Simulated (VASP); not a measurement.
# ZnS (F-43m) in VASP: single point with PBE

Aim: the single point of ZnS with PBE.

All numbers are computed with VASP 6.6.1; they aren't measurements. Logs are shortened: lines on timing, memory, paths and dates and some standing lists are left out, and cuts for length are marked.

### Step 1. The cell of the first run

It takes space group F-43m (No. 216, cubic). Conventional cell: a = 5.387 Å, b = 5.387 Å, c = 5.387 Å, α = 90.00°, β = 90.00°, γ = 90.00°. Within 3.1 Å of Zn (site symmetry -43m) lie 4 S at 2.33 Å. S (site symmetry -43m) has 4 Zn at 2.33 Å within 3.1 Å.

### Step 2. Single point, PBE

File INCAR:

```
SYSTEM = ZnS
PREC = Accurate
ENCUT = 500
EDIFF = 1E-6
ISMEAR = 0
SIGMA = 0.1
LREAL = .FALSE.
LASPH = .TRUE.
NELM = 120
ALGO = Normal
ISIF = 2
LWAVE = .FALSE.
LCHARG = .FALSE.
GGA = PE
NBANDS = 16
GGA_COMPAT = .FALSE.
```

File KPOINTS:

```
regular mesh
0
G
  6 6 6
  0 0 0
```

File POSCAR:

```
ZnS
1.0
    0.0000000000      2.6936830000      2.6936830000
    2.6936830000      0.0000000000      2.6936830000
    2.6936830000      2.6936830000      0.0000000000
Zn S
1 1
Direct
    0.0000000000      0.0000000000      0.0000000000
    0.2500000000      0.2500000000      0.2500000000
```

Potentials or basis: VASP PAW PBE potentials, release 64 (Zn, S).

Run with:

```sh
$ cat potpaw_PBE.64/Zn/POTCAR potpaw_PBE.64/S/POTCAR > POTCAR
$ mpirun -np 1 vasp_std > vasp.out
```

OUTCAR:

```text
SYSTEM = ZnS
   PREC = Accurate
   ENCUT = 500
   EDIFF = 1E-6
   ISMEAR = 0
   LREAL = .FALSE.
   LASPH = .TRUE.
   NELM = 120
   ISIF = 2
   GGA = PE

 ion  position               nearest neighbor table
   1  0.000  0.000  0.000-   2 2.33   2 2.33   2 2.33   2 2.33
   2  0.250  0.250  0.250-   1 2.33   1 2.33   1 2.33   1 2.33

  LATTYP: Found a face centered cubic cell.
 ALAT       =     5.3873660000

  Lattice vectors:

 A1 = (   0.0000000000,   2.6936830000,   2.6936830000)
 A2 = (   2.6936830000,   0.0000000000,   2.6936830000)
 A3 = (   2.6936830000,   2.6936830000,   0.0000000000)

Analysis of symmetry for initial positions (statically):
=====================================================================
 Subroutine PRICEL returns:
 Original cell was already a primitive cell.

 Routine SETGRP: Setting up the symmetry group for a
 face centered cubic supercell.

 Subroutine GETGRP returns: Found 24 space group operations
 (whereof 24 operations were pure point group operations)
 out of a pool of 48 trial point group operations.

The static configuration has the point symmetry T_d .

Analysis of symmetry for dynamics (positions and initial velocities):
=====================================================================
 Subroutine PRICEL returns:
 Original cell was already a primitive cell.

 Routine SETGRP: Setting up the symmetry group for a
 face centered cubic supercell.

 Subroutine GETGRP returns: Found 24 space group operations
 (whereof 24 operations were pure point group operations)
 out of a pool of 48 trial point group operations.

The dynamic configuration has the point symmetry T_d .

 Subroutine INISYM returns: Found 24 space group operations
 (whereof 24 operations are pure point group operations),
 and found     1 'primitive' translations

----------------------------------------------------------------------------------------

                                     Primitive cell

  volume of cell :      39.0903

  direct lattice vectors                    reciprocal lattice vectors
     0.000000000  2.693683000  2.693683000    -0.185619466  0.185619466  0.185619466
     2.693683000  0.000000000  2.693683000     0.185619466 -0.185619466  0.185619466
     2.693683000  2.693683000  0.000000000     0.185619466  0.185619466 -0.185619466

  length of vectors
     3.809443031  3.809443031  3.809443031     0.321502346  0.321502346  0.321502346

  position of ions in fractional coordinates (direct lattice)
     0.000000000  0.000000000  0.000000000
     0.250000000  0.250000000  0.250000000

  ion indices of the primitive-cell ions
   primitive index   ion index
                 1           1
                 2           2

----------------------------------------------------------------------------------------

 KPOINTS: regular mesh

Automatic generation of k-mesh.
 Grid dimensions read from file:
 generate k-points for:    6    6    6

 Generating k-lattice:

  Cartesian coordinates                     Fractional coordinates (reciprocal lattice)
    -0.030936578  0.030936578  0.030936578     0.166666667  0.000000000  0.000000000
     0.030936578 -0.030936578  0.030936578     0.000000000  0.166666667  0.000000000
     0.030936578  0.030936578 -0.030936578     0.000000000  0.000000000  0.166666667

  Length of vectors
     0.053583724  0.053583724  0.053583724

  Shift w.r.t. Gamma in fractional coordinates (k-lattice)
     0.000000000  0.000000000  0.000000000

 Subroutine IBZKPT returns following result:
 ===========================================

 Found     16 irreducible k-points:

 Following reciprocal coordinates:
            Coordinates               Weight
  0.000000  0.000000  0.000000      1.000000
  0.166667  0.000000  0.000000      8.000000
  0.333333  0.000000  0.000000      8.000000
  0.500000  0.000000  0.000000      4.000000
  0.166667  0.166667  0.000000      6.000000
  0.333333  0.166667  0.000000     24.000000
[... 8 lines left out ...]
 -0.333333  0.333333  0.166667     24.000000
 -0.333333  0.500000  0.166667     12.000000
   k-points           NKPTS =     16   k-points in BZ     NKDIM =     16   number of bands    NBANDS=     16
   number of dos      NEDOS =    301   number of ions     NIONS =      2
   total plane-waves  NPLWV =  21952
   dimension x,y,z NGX =    28 NGY =   28 NGZ =   28
   dimension x,y,z NGXF=    56 NGYF=   56 NGZF=   56
   ions per type =               1   1
   NGX,Y,Z   is equivalent  to a cutoff of  12.22, 12.22, 12.22 a.u.
   NGXF,Y,Z  is equivalent  to a cutoff of  24.44, 24.44, 24.44 a.u.
 SYSTEM =  ZnS
   PREC   = accura    normal or accurate (medium, high low for compatibility)
   ISTART =      0    job   : 0-new  1-cont  2-samecut
   ICHARG =      2    charge: 1-file 2-atom 10-const
   ISPIN  =      1    spin polarized calculation?
   LNONCOLLINEAR =      F non collinear calculations
   LSORBIT =      F    spin-orbit coupling
   LASPH  =      T    aspherical Exc in radial PAW
   ENCUT  =  500.0 eV  36.75 Ry    6.06 a.u.   6.95  6.95  6.95*2*pi/ulx,y,z
   NELM   =    120;   NELMIN=  2; NELMDL= -5     # of ELM steps
   EDIFF  = 0.1E-05   stopping-criterion for ELM
   LREAL  =      F    real-space projection
   EDIFFG = 0.1E-04   stopping-criterion for IOM
   NSW    =      0    number of steps for IOM
   IBRION =     -1    ionic relax: 0-MD 1-quasi-New 2-CG
   NFREE  =      0    steps in history (QN), initial steepest desc. (CG)
   ISIF   =      2    stress and relaxation
   ISYM   =      2    0-nonsym 1-usesym 2-fastsym
   POTIM  = 0.5000    time-step for ionic-motion
   TEBEG  =    0.0;   TEEND  =   0.0 temperature during run
   PSTRESS=    0.0 pullay stress
   NELECT =      18.0000    total number of electrons
   NUPDOWN=      -1.0000    fix difference up-down
   EMIN   =  10.00;   EMAX   =-10.00  energy-range for DOS
   EFERMI =   0.00;   METHOD = LEGACY
   ISMEAR =     0;   SIGMA  =   0.10  broadening in eV -4-tet -1-fermi 0-gaus
   EFERMI_NEDOS =   21; number of points for ismear=-14 and -15
   IALGO  =     38    algorithm
   IMIX   =      4    mixing-type and parameters
     AMIX     =   0.40;   BMIX     =  1.00
     AMIX_MAG =   1.60;   BMIX_MAG =  1.00
  volume/ion in A,a.u.               =      19.55       131.90
  Fermi-wavevector in a.u.,A,eV,Ry     =   1.264181  2.388955 21.744192  1.598153
  Thomas-Fermi vector in A             =   2.397499
   LORBIT       =      0    0 simple, 1 ext, 2 COOP (PROOUT), +10 PAW based schemes
   GGA     = PE    functional components
   LHFCALC =     F    Hartree Fock is set to
   AEXX    =    0.0000 exact exchange contribution
   IVDW    =     0    specifies the selected vdW correction
   LEPSILON=     F    determine dielectric tensor
   LRPA    =     F    only Hartree local field effects (RPA)
 non-spin polarized calculation
 Gauss-broadening in eV      SIGMA  =   0.10
  energy-cutoff  :      500.00
  volume of cell :       39.09
 maximum number of plane-waves:      1018
   NGX = 13   NGY = 13   NGZ = 13

 number of electron      18.0000006 magnetization

 Free energy of the ion-electron system (eV)
  ---------------------------------------------------
  ext. energy  EPLUGINS =         0.00000000
  ---------------------------------------------------
  free energy    TOTEN  =        -6.83905905 eV

  energy without entropy =       -6.83905905  energy(sigma->0) =       -6.83905905

 E-fermi :   2.6341     XC(G=0):  -9.6729

 val. band max:        2.1959651584   @ k =   0.0000   0.0000   0.0000
 cond. band min:       4.3498483663   @ k =   0.0000   0.0000   0.0000
 fundamental gap:      2.1538832079
 Fermi energy:         2.6341380438

 k-point     1 :       0.0000    0.0000    0.0000
  band No.  band energies     occupation
      1     -11.0093      2.00000
      2      -4.1823      2.00000
      3      -4.1823      2.00000
      4      -4.1823      2.00000
      5      -3.6734      2.00000
      6      -3.6734      2.00000
[... 8 lines left out ...]
     15      13.9684      0.00000
     16      14.1175      0.00000

 k-point     2 :       0.1667    0.0000    0.0000
  band No.  band energies     occupation
      1     -10.8034      2.00000
      2      -4.1764      2.00000
      3      -4.1464      2.00000
      4      -4.1464      2.00000
      5      -3.6753      2.00000
      6      -3.6753      2.00000
[... 8 lines left out ...]
     15      13.1775      0.00000
     16      14.9358      0.00000

 k-point     3 :       0.3333    0.0000    0.0000
  band No.  band energies     occupation
      1     -10.3360      2.00000
      2      -4.0865      2.00000
      3      -4.0865      2.00000
      4      -4.0210      2.00000
      5      -3.6613      2.00000
      6      -3.6613      2.00000
[... 8 lines left out ...]
     15      13.7950      0.00000
     16      14.0898      0.00000

 k-point     4 :       0.5000    0.0000    0.0000
  band No.  band energies     occupation
      1     -10.0648      2.00000
      2      -4.0652      2.00000
      3      -4.0652      2.00000
      4      -3.6423      2.00000
      5      -3.6423      2.00000
      6      -3.4678      2.00000
[... 8 lines left out ...]
     15      15.6272      0.00000
     16      15.6272      0.00000
[... 172 lines left out ...]
 k-point    14 :       0.5000    0.3333    0.1667
  band No.  band energies     occupation
      1     -10.0114      2.00000
      2      -4.0918      2.00000
      3      -3.9999      2.00000
      4      -3.8817      2.00000
      5      -3.6501      2.00000
      6      -3.5977      2.00000
[... 8 lines left out ...]
     15      16.1981      0.00000
     16      16.8142      0.00000

 k-point    15 :      -0.3333    0.3333    0.1667
  band No.  band energies     occupation
      1      -9.8268      2.00000
      2      -4.0487      2.00000
      3      -3.9575      2.00000
      4      -3.7279      2.00000
      5      -3.6842      2.00000
      6      -3.3547      2.00000
[... 8 lines left out ...]
     15      15.9843      0.00000
     16      16.6662      0.00000

 k-point    16 :      -0.3333    0.5000    0.1667
  band No.  band energies     occupation
      1      -9.7422      2.00000
      2      -4.0934      2.00000
      3      -3.8818      2.00000
      4      -3.7934      2.00000
      5      -3.6500      2.00000
      6      -3.3114      2.00000
[... 8 lines left out ...]
     15      16.1368      0.00000
     16      17.1017      0.00000

------------------------ aborting loop because EDIFF is reached ----------------------------------------

  FORCE on cell =-STRESS in cart. coord.  units (eV):
  Direction    XX          YY          ZZ          XY          YZ          ZX
  --------------------------------------------------------------------------------------
  -------------------------------------------------------------------------------------
  Total        0.6103892      0.6103892      0.6103892      0.0000000      0.0000000      0.0000000
  in kB       25.0177342     25.0177342     25.0177342      0.0000000      0.0000000      0.0000000
  external PRESSURE =      25.0177342 kB  Pullay stress =       0.0000000 kB

 VOLUME and BASIS-vectors are now :
 -----------------------------------------------------------------------------
  energy-cutoff  :      500.00
  volume of cell :       39.09
      direct lattice vectors                 reciprocal lattice vectors
     0.000000000  2.693683000  2.693683000    -0.185619466  0.185619466  0.185619466
     2.693683000  0.000000000  2.693683000     0.185619466 -0.185619466  0.185619466
     2.693683000  2.693683000  0.000000000     0.185619466  0.185619466 -0.185619466

 POSITION                                       TOTAL-FORCE (eV/Angst)
 -----------------------------------------------------------------------------------
      0.00000      0.00000      0.00000         0.000000      0.000000      0.000000
      1.34684      1.34684      1.34684        -0.000000     -0.000000     -0.000000
 -----------------------------------------------------------------------------------
    total drift:                                0.000001      0.000001      0.000001

  FREE ENERGIE OF THE ION-ELECTRON SYSTEM (eV)
  ---------------------------------------------------
  free  energy   TOTEN  =        -6.8390590504 eV

  energy  without entropy=       -6.8390590504  energy(sigma->0) =       -6.83905905
```

It took 4.7 s on 1 thread of Intel Xeon 6975P-C (Granite Rapids), shared host; peak memory 0.15 GiB.

What came out:

| Item | Value |
| --- | --- |
| Free energy | -6.8391 eV |
| Pressure | 2.5 GPa |
| Band gap on the k mesh | 2.15 eV, direct |
